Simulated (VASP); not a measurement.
# Ti6C in VASP: a series of runs, part 2 of 2

VASP 6.6.1. Earlier steps stand in the parts before.

## 4. Single point, PBE

The input, INCAR:

```
PREC = Accurate
ENCUT = 520
EDIFF = 1E-7
ISMEAR = 0
SIGMA = 0.1
LREAL = False
LASPH = True
NELM = 60
ALGO = Normal
ISIF = 2
LWAVE = False
LCHARG = False
LDIPOL = True
IDIPOL = 3
DIPOL = 0.5 0.5 0.329
GGA = PE
NBANDS = 47
```

The input, KPOINTS:

```
Automatic mesh
0
Gamma
  6 6 1
```

The input, POSCAR:

```
Ti6C
1.0
    4.6037402166      0.0000000000      0.0000000000
   -2.3018701083      3.9869559800      0.0000000000
    0.0000000000      0.0000000000     19.9968207969
Ti C
6 1
Direct
    0.6666666667      0.3333333333      0.2000317971
    0.3333333333      0.6666666667      0.2470259940
    0.0000000000      0.0000000000      0.2940201911
    0.6666666667      0.3333333333      0.3353091166
    0.3333333333      0.6666666667      0.3717707096
    0.0000000000      0.0000000000      0.4249085834
    0.6666666667      0.3333333333      0.4316167116
```

Potentials or basis: VASP PAW PBE potentials, release 64 (Ti_sv, C).

Run with:

```console
$ cat potpaw_PBE.64/Ti_sv/POTCAR potpaw_PBE.64/C/POTCAR > POTCAR
$ mpirun -np 1 vasp_std > vasp.out
```

OUTCAR:

```text
PREC = Accurate
   ENCUT = 520
   EDIFF = 1E-7
   ISMEAR = 0
   LREAL = False
   LASPH = True
   NELM = 60
   ISIF = 2
   GGA = PE

 ion  position               nearest neighbor table
   1  0.667  0.333  0.200-   4 2.71   2 2.82   2 2.82   2 2.82
   2  0.333  0.667  0.247-   5 2.49   1 2.82   1 2.82   1 2.82   3 2.82   3 2.82   3 2.82
   3  0.000  0.000  0.294-   6 2.62   4 2.78   4 2.78   4 2.78   2 2.82   2 2.82   2 2.82
   4  0.667  0.333  0.335-   7 1.93   1 2.71   5 2.76   5 2.76   5 2.76   3 2.78   3 2.78   3 2.78

   5  0.333  0.667  0.372-   2 2.49   4 2.76   4 2.76   4 2.76   6 2.86   6 2.86   6 2.86
   6  0.000  0.000  0.425-   3 2.62   5 2.86   5 2.86   5 2.86
   7  0.667  0.333  0.432-   4 1.93

  LATTYP: Found a hexagonal cell.
 ALAT       =     4.6037402166
 C/A-ratio  =     4.3436032131

  Lattice vectors:

 A1 = (   4.6037402166,   0.0000000000,   0.0000000000)
 A2 = (  -2.3018701083,   3.9869559800,   0.0000000000)
 A3 = (   0.0000000000,   0.0000000000,  19.9968207969)

Analysis of symmetry for initial positions (statically):
=====================================================================
 Subroutine PRICEL returns:
 Original cell was already a primitive cell.

 Routine SETGRP: Setting up the symmetry group for a
 hexagonal supercell.

 Subroutine GETGRP returns: Found  6 space group operations
 (whereof  6 operations were pure point group operations)
 out of a pool of 24 trial point group operations.

The static configuration has the point symmetry C_3v.

Analysis of symmetry for dynamics (positions and initial velocities):
=====================================================================
 Subroutine PRICEL returns:
 Original cell was already a primitive cell.

 Routine SETGRP: Setting up the symmetry group for a
 hexagonal supercell.

 Subroutine GETGRP returns: Found  6 space group operations
 (whereof  6 operations were pure point group operations)
 out of a pool of 24 trial point group operations.

The dynamic configuration has the point symmetry C_3v.

[... 121 lines left out ...]
 non-spin polarized calculation
 Gauss-broadening in eV      SIGMA  =   0.10
  energy-cutoff  :      520.00
  volume of cell :      367.04
 maximum number of plane-waves:      9981
 NGX is ok and might be reduce to    36
   NGX = 17   NGY = 17   NGZ = 75

 dipolmoment           0.000000      0.000000     -0.227244 electrons x Angstroem

 number of electron      75.9999981 magnetization

 dipolmoment           0.000000      0.000000      0.074768 electrons x Angstroem

 Free energy of the ion-electron system (eV)
  ---------------------------------------------------
  ext. energy  EPLUGINS =         0.00000000
  ---------------------------------------------------
  free energy    TOTEN  =       -50.26836238 eV

  energy without entropy =      -50.19001390  energy(sigma->0) =      -50.22918814

 E-fermi :  -0.0146     XC(G=0):  -4.4744

 val. band max:       -0.0418660211   @ k =   0.0000   0.0000   0.0000
 cond. band min:      -0.0046786867   @ k =   0.1667   0.1667   0.0000
 fundamental gap:      0.0371873344
 Fermi energy:        -0.0145868421

 k-point     1 :       0.0000    0.0000    0.0000
  band No.  band energies     occupation
      1     -57.2715      2.00000
      2     -57.1069      2.00000
      3     -56.5866      2.00000
      4     -56.4185      2.00000
      5     -56.2543      2.00000
      6     -56.1096      2.00000
[... 339 lines left out ...]
     46       1.3149      0.00000
     47       1.3795      0.00000

------------------------ aborting loop because EDIFF is reached ----------------------------------------

 vacuum level on the upper side and lower side of the slab       (xc-potential included)         0.353        -0.430

  FORCE on cell =-STRESS in cart. coord.  units (eV):
  Direction    XX          YY          ZZ          XY          YZ          ZX
  --------------------------------------------------------------------------------------
  -------------------------------------------------------------------------------------
  Total       -8.6377617     -8.6377617      1.7703438     -0.0000000      0.0000000     -0.0000000
  in kB      -37.7049696    -37.7049696      7.7277843     -0.0000000      0.0000000     -0.0000000
  external PRESSURE =     -22.5607183 kB  Pullay stress =       0.0000000 kB

 VOLUME and BASIS-vectors are now :
 -----------------------------------------------------------------------------
  energy-cutoff  :      520.00
  volume of cell :      367.04
      direct lattice vectors                 reciprocal lattice vectors
     4.603740217  0.000000000  0.000000000     0.217214689  0.125408959  0.000000000
    -2.301870108  3.986955980  0.000000000     0.000000000  0.250817918  0.000000000
     0.000000000  0.000000000 19.996820797     0.000000000  0.000000000  0.050007949

 POSITION                                       TOTAL-FORCE (eV/Angst)
 -----------------------------------------------------------------------------------
      2.30187      1.32899      4.00000         0.000000      0.000000      0.484692
     -0.00000      2.65797      4.93973         0.000000      0.000000     -0.196590
      0.00000      0.00000      5.87947         0.000000      0.000000     -0.965470
      2.30187      1.32899      6.70512        -0.000000      0.000000     -0.704670
     -0.00000      2.65797      7.43423         0.000000     -0.000000      0.474879
      0.00000      0.00000      8.49682         0.000000     -0.000000      0.869930
      2.30187      1.32899      8.63096         0.000000      0.000000      0.037229
 -----------------------------------------------------------------------------------
    total drift:                               -0.000000      0.000000     -0.000177

  FREE ENERGIE OF THE ION-ELECTRON SYSTEM (eV)
  ---------------------------------------------------
  free  energy   TOTEN  =       -50.2683623797 eV

  energy  without entropy=      -50.1900138969  energy(sigma->0) =      -50.22918814

 vacuum level on the upper side and lower side of the slab         4.008         3.188
```

OSZICAR:

```text
N       E                     dE             d eps       ncg     rms          rms(c)
DAV:   1     0.891492937215E+03    0.89149E+03   -0.40745E+04   794   0.155E+03
DAV:   2     0.713413455065E+02   -0.82015E+03   -0.80215E+03   686   0.492E+02
DAV:   3    -0.423399577438E+02   -0.11368E+03   -0.11132E+03  1076   0.159E+02
DAV:   4    -0.628359752443E+02   -0.20496E+02   -0.20297E+02  1020   0.574E+01
[... 24 lines left out ...]
DAV:  29    -0.502683469456E+02   -0.33367E-04   -0.21490E-06   676   0.403E-03    0.189E-03
DAV:  30    -0.502683583104E+02   -0.11365E-04   -0.93081E-07   676   0.197E-03    0.619E-04
DAV:  31    -0.502683620235E+02   -0.37131E-05   -0.28526E-07   636   0.130E-03    0.568E-04
DAV:  32    -0.502683623280E+02   -0.30455E-06   -0.34007E-08   508   0.102E-03    0.312E-04
DAV:  33    -0.502683623797E+02   -0.51634E-07   -0.23771E-08   500   0.627E-04
   1 F= -.50268362E+02 E0= -.50229188E+02  d E =-.783485E-01
```

Wall time 3.2 min (1 thread of Intel Xeon 6975P-C (Granite Rapids), shared host); peak memory 0.46 GiB.

What came out:

| Item | Value |
| --- | --- |
| Free energy | -50.2684 eV |
| Largest force | 0.965 eV/Å |
| Band gap on the k mesh | zero (band 38 reaches 0.01 eV, above the bottom of band 39 at -0.07 eV) |

Forces in eV/Å, atoms in the order of the input:
```
Ti   0.000  0.000  0.485
Ti   0.000  0.000 -0.197
Ti   0.000  0.000 -0.965
Ti   0.000  0.000 -0.705
Ti   0.000  0.000  0.475
Ti   0.000  0.000  0.870
C    0.000  0.000  0.037
```
